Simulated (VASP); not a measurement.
Input of a VASP 6.6.1 run:

INCAR

```
SYSTEM = Zr
PREC = Accurate ; ENCUT = 600
EDIFF = 1E-6 ; ISMEAR = -1
SIGMA = 0.05 ; LREAL = .False.
LASPH = .True. ; NELM = 80
ALGO = Normal ; ISIF = 3
LWAVE = .False. ; LCHARG = .False.
GGA = PE ; IVDW = 12
IBRION = 2 ; NSW = 80
EDIFFG = -0.005
```

KPOINTS

```
regular mesh
0
Gamma
  9 9 5
  0 0 0
```

POSCAR

```
Zr
1.0
    3.2320000000      0.0000000000      0.0000000000
   -1.6160000000      2.7989941050      0.0000000000
    0.0000000000      0.0000000000      5.1470000000
Zr
2
Direct
    0.6666666667      0.3333333333      0.7500000000
    0.3333333333      0.6666666667      0.2500000000
```

Potentials or basis: VASP PAW PBE potentials, release 64 (Zr_sv).

Launch:

```sh
$ cat potpaw_PBE.64/Zr_sv/POTCAR > POTCAR
$ mpirun -np 1 vasp_std > vasp.out
```

(1) What does it give for the space group after relaxing (to 0.05 Å)?

(2) Estimate the relaxed volume.

(3) Predict the relaxed cell.

Results:

(1) P6_3/mmc (No. 194).

(2) 22.46 Å³/atom.

(3) a = 3.182 Å, b = 3.182 Å, c = 5.124 Å, α = 90.00°, β = 90.00°, γ = 120.00°.

Caveat: pairwise dispersion overbinds metals, which lowers pressure and volume.
